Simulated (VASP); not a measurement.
# KTaO3 (P4/mmm) in VASP: settings compared, part 2 of 2

VASP 6.6.1. The steps go on from the part before.

## 3. Single point, HSE06 (epitaxial xy strain +4.0%)

File POSCAR:

```
KTaO3
1.0
    4.1497363471      0.0000000000      0.0000000000
    0.0000000000      4.1497363471      0.0000000000
    0.0000000000      0.0000000000      3.9386226160
K Ta O
1 1 3
Direct
    0.0000000000      0.0000000000      0.0000000000
    0.5000000000      0.5000000000      0.5000000000
    0.5000000000      0.5000000000      0.0000000000
    0.5000000000      0.0000000000      0.5000000000
    0.0000000000      0.5000000000      0.5000000000
```

File INCAR.step1:

```
SYSTEM = KTaO3
ALGO     = Normal         ! electronic algorithm
EDIFF    = 1E-5           ! SCF threshold, eV
ENCUT    = 520            ! plane-wave cutoff, eV
GGA      = PE             ! functional
ISIF     = 2              ! what is computed and relaxed
ISMEAR   = 0              ! smearing method
KPAR     = 4            
LASPH    = .TRUE.         ! aspherical terms in the spheres
LCHARG   = .FALSE.        ! write CHGCAR
LREAL    = .FALSE.        ! projectors in reciprocal space
LWAVE    = .TRUE.         ! write WAVECAR
NBANDS   = 27             ! bands
NELM     = 100            ! most SCF steps
PREC     = Accurate       ! precision mode
SIGMA    = 0.01           ! smearing width, eV
```

File INCAR.step2:

```
SYSTEM = KTaO3
ALGO     = Normal         ! electronic algorithm
EDIFF    = 1E-6           ! SCF threshold, eV
ENCUT    = 520            ! plane-wave cutoff, eV
GGA      = PE             ! functional
HFSCREEN = 0.2079         ! screening, 1/A
ISIF     = 2              ! what is computed and relaxed
ISMEAR   = 0              ! smearing method
ISTART   = 1            
KPAR     = 4            
LASPH    = .TRUE.         ! aspherical terms in the spheres
LCHARG   = .FALSE.        ! write CHGCAR
LHFCALC  = .TRUE.         ! exact exchange
LREAL    = .FALSE.        ! projectors in reciprocal space
LWAVE    = .FALSE.        ! write WAVECAR
NBANDS   = 27             ! bands
NELM     = 100            ! most SCF steps
PREC     = Accurate       ! precision mode
PRECFOCK = Fast         
SIGMA    = 0.01           ! smearing width, eV
```

File KPOINTS:

```
k-points
0
G
  4 4 4
  0 0 0
```

Potentials or basis: VASP PAW PBE potentials, release 64 (K_sv, Ta_pv, O).

On the command line:

```
$ cat potpaw_PBE.64/K_sv/POTCAR potpaw_PBE.64/Ta_pv/POTCAR potpaw_PBE.64/O/POTCAR > POTCAR
$ cp INCAR.step1 INCAR
$ mpirun -np 4 vasp_std > vasp.out
$ cp INCAR.step2 INCAR
$ mpirun -np 4 vasp_std > vasp.out
```

OUTCAR:

```text
SYSTEM = KTaO3
   EDIFF = 1E-6
   ENCUT = 520
   GGA = PE
   HFSCREEN = 0.2079
   ISIF = 2
   ISMEAR = 0
   ISTART = 1
   LASPH = .TRUE.
   LHFCALC = .TRUE.
   LREAL = .FALSE.
   NELM = 100
   PREC = Accurate
   PRECFOCK = Fast

 ion  position               nearest neighbor table
   1  0.000  0.000  0.000-   4 2.86   5 2.86   4 2.86   5 2.86   5 2.86   5 2.86   4 2.86   4 2.86
                             2 3.53   2 3.53   2 3.53   2 3.53   2 3.53   2 3.53   2 3.53   2 3.53
   2  0.500  0.500  0.500-   3 1.97   3 1.97   5 2.07   4 2.07   4 2.07   5 2.07   1 3.53   1 3.53
                             1 3.53   1 3.53   1 3.53   1 3.53   1 3.53   1 3.53
   3  0.500  0.500  0.000-   2 1.97   2 1.97
   4  0.500  0.000  0.500-   2 2.07   2 2.07   1 2.86   1 2.86   1 2.86   1 2.86
   5  0.000  0.500  0.500-   2 2.07   2 2.07   1 2.86   1 2.86   1 2.86   1 2.86

  LATTYP: Found a simple tetragonal cell.
 ALAT       =     4.1497363471
 C/A-ratio  =     0.9491259894

  Lattice vectors:

 A1 = (   4.1497363471,   0.0000000000,   0.0000000000)
 A2 = (   0.0000000000,   4.1497363471,   0.0000000000)
 A3 = (   0.0000000000,   0.0000000000,   3.9386226160)
[... 182 lines left out ...]

 E-fermi :   0.4200     XC(G=0):  -8.6641

 val. band max:        0.3470754712   @ k =   0.5000   0.5000   0.5000
 cond. band min:       3.5219291490   @ k =   0.0000   0.0000   0.0000
 fundamental gap:      3.1748536778
 Fermi energy:         0.4200478227

 k-point     1 :       0.0000    0.0000    0.0000
  band No.  band energies     occupation
      1     -36.2248      2.00000
      2     -36.1341      2.00000
      3     -36.1341      2.00000
      4     -29.0211      2.00000
      5     -18.9532      2.00000
      6     -18.0025      2.00000
[... 529 lines left out ...]
     26      12.3432      0.00000
     27      13.1193      0.00000

------------------------ aborting loop because EDIFF is reached ----------------------------------------

  FORCE on cell =-STRESS in cart. coord.  units (eV):
  Direction    XX          YY          ZZ          XY          YZ          ZX
  --------------------------------------------------------------------------------------
  -------------------------------------------------------------------------------------
  Total       -7.1318719     -7.1318719     -0.1704972      0.0000000      0.0000000      0.0000000
  in kB     -168.4723890   -168.4723890     -4.0275652      0.0000000      0.0000000      0.0000000
  external PRESSURE =    -113.6574477 kB  Pullay stress =       0.0000000 kB

 VOLUME and BASIS-vectors are now :
 -----------------------------------------------------------------------------
  energy-cutoff  :      520.00
  volume of cell :       67.82
      direct lattice vectors                 reciprocal lattice vectors
     4.149736347  0.000000000  0.000000000     0.240979165  0.000000000  0.000000000
     0.000000000  4.149736347  0.000000000     0.000000000  0.240979165  0.000000000
     0.000000000  0.000000000  3.938622616     0.000000000  0.000000000  0.253895866

 POSITION                                       TOTAL-FORCE (eV/Angst)
 -----------------------------------------------------------------------------------
      0.00000      0.00000      0.00000         0.000000      0.000000      0.000000
      2.07487      2.07487      1.96931         0.000000      0.000000      0.000000
      2.07487      2.07487      0.00000         0.000000      0.000000      0.000000
      2.07487      0.00000      1.96931         0.000000      0.000000      0.000000
      0.00000      2.07487      1.96931         0.000000      0.000000      0.000000
 -----------------------------------------------------------------------------------
    total drift:                               -0.000001      0.000002     -0.000000

  FREE ENERGIE OF THE ION-ELECTRON SYSTEM (eV)
  ---------------------------------------------------
  free  energy   TOTEN  =       -49.0703175484 eV

  energy  without entropy=      -49.0703175484  energy(sigma->0) =      -49.07031755
```

OUTCAR.step1:

```text
SYSTEM = KTaO3
   EDIFF = 1E-5
   ENCUT = 520
   GGA = PE
   ISIF = 2
[... 768 lines left out ...]
      2.07487      2.07487      1.96931         0.000000      0.000000      0.000000
      2.07487      2.07487      0.00000         0.000000      0.000000      0.000000
      2.07487      0.00000      1.96931         0.000000      0.000000      0.000000
      0.00000      2.07487      1.96931         0.000000      0.000000      0.000000
 -----------------------------------------------------------------------------------
    total drift:                                0.000000     -0.000000     -0.000000

  FREE ENERGIE OF THE ION-ELECTRON SYSTEM (eV)
  ---------------------------------------------------
  free  energy   TOTEN  =       -40.8770049670 eV

  energy  without entropy=      -40.8770049670  energy(sigma->0) =      -40.87700497
```

OSZICAR.step1:

```text
N       E                     dE             d eps       ncg     rms          rms(c)
DAV:   1     0.319795442353E+03    0.31980E+03   -0.21395E+04   972   0.142E+03
DAV:   2    -0.312353921138E+02   -0.35103E+03   -0.34195E+03  1160   0.396E+02
DAV:   3    -0.492889827447E+02   -0.18054E+02   -0.17971E+02  1293   0.870E+01
DAV:   4    -0.497636569575E+02   -0.47467E+00   -0.47417E+00  1688   0.116E+01
DAV:   5    -0.497652498934E+02   -0.15929E-02   -0.15928E-02  1213   0.723E-01    0.304E+01
DAV:   6    -0.411728190994E+02    0.85924E+01   -0.36217E+01  1150   0.389E+01    0.114E+01
DAV:   7    -0.409596792933E+02    0.21314E+00   -0.22093E+00  1218   0.893E+00    0.834E+00
DAV:   8    -0.409154965270E+02    0.44183E-01   -0.57727E-01  1157   0.616E+00    0.334E+00
DAV:   9    -0.408796812151E+02    0.35815E-01   -0.55688E-02  1151   0.189E+00    0.571E-01
DAV:  10    -0.408771723452E+02    0.25089E-02   -0.22517E-02  1283   0.906E-01    0.144E-01
DAV:  11    -0.408769756855E+02    0.19666E-03   -0.20934E-03  1268   0.279E-01    0.419E-02
DAV:  12    -0.408769925985E+02   -0.16913E-04   -0.66022E-05  1217   0.650E-02    0.185E-02
DAV:  13    -0.408770066950E+02   -0.14097E-04   -0.38975E-05  1032   0.428E-02    0.137E-02
DAV:  14    -0.408770049670E+02    0.17279E-05   -0.57365E-06   659   0.198E-02
   1 F= -.40877005E+02 E0= -.40877005E+02  d E =-.746877E-27
```

Run time: 17 min. Hardware: 4 MPI ranks of Oxide Virtual Turin-like, shared host; peak memory 0.28 GiB.

Results:

* Free energy: -49.0703 eV
* Pressure: -11.4 GPa
* Band gap on the k mesh: 3.17 eV (least direct gap 3.85 eV)

Levels at points of the mesh, in eV from the valence-band top:
| k point | band 15 | band 16 | band 17 | band 18 | band 19 | band 20 | band 21 | band 22 | band 23 | band 24 |
| --- | --- | --- | --- | --- | --- | --- | --- | --- | --- | --- |
| (0.00, 0.00, 0.00) | -1.23 | -0.91 | -0.72 | -0.67 | -0.67 | 3.17 | 3.23 | 3.23 | 6.95 | 7.17 |
| (0.50, 0.00, 0.00) | -2.33 | -2.28 | -1.49 | -1.04 | -0.91 | 3.35 | 5.74 | 5.77 | 7.33 | 9.53 |
| (0.50, 0.50, 0.00) | -2.51 | -2.12 | -1.93 | -1.93 | -0.05 | 5.77 | 5.77 | 7.04 | 9.11 | 11.41 |
| (0.00, 0.00, 0.50) | -2.48 | -2.06 | -1.43 | -0.84 | -0.84 | 3.35 | 6.45 | 6.45 | 6.99 | 8.80 |
| (0.50, 0.00, 0.50) | -2.60 | -1.92 | -1.38 | -1.32 | -0.16 | 5.82 | 6.47 | 7.55 | 7.85 | 11.74 |
| (0.50, 0.50, 0.50) | -4.32 | -3.66 | -0.11 | -0.11 | 0.00 | 7.16 | 7.64 | 7.64 | 10.22 | 10.52 |

Caveat: the cell differs from its parent crystal (epitaxial xy strain +4.0%); the stress differs along the axes, from -17 to -0 GPa; the PAW data sets were made with another functional, which shifts forces and pressure a little; spin-orbit coupling is left out, which moves the levels of the heavy elements.
